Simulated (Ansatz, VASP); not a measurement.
AlCu3: VASP beside Ansatz

```
Al Cu
1.0
     0.00000    2.89067    2.89067
     2.89067    0.00000    2.89067
     2.89067    2.89067    0.00000
Al Cu
1 3
Direct
  0.00000 0.00000 0.00000
  0.50000 0.50000 0.50000
  0.25000 0.25000 0.25000
  0.75000 0.75000 0.75000
```

Alike in both runs: functional r2SCAN; k mesh 12 × 12 × 12; occupations gaussian, width 0.1 eV; no spin polarisation.

Ansatz relaxed the structure, and its values are those at the end. VASP's run is a single point on that final structure, the one shown.

|  | VASP | Ansatz |
| --- | --- | --- |
| version | VASP 6.6.1 | Ansatz 0.2.0 |
| potentials or method | VASP PAW PBE potentials, release 64 (Al, Cu), cutoff 520 eV | scalar-relativistic, plane waves, PAW |
| valence electrons in the cell | 36 | 60 |

VASP gave:

- gap on the k mesh at the Fermi level (eV): none
- pressure (GPa): 0.2

Q: What did Ansatz give for the same quantities?

A: gap on the k mesh at the Fermi level (eV): none; pressure (GPa): 0.0.

VASP's potentials were made for PBE, not for r2SCAN. A gap of «none» marks a metal or a gap that the smearing closes. VASP's potentials hold 36 valence electrons a cell and Ansatz's 60, so a difference there can come from the potentials and not from the codes.
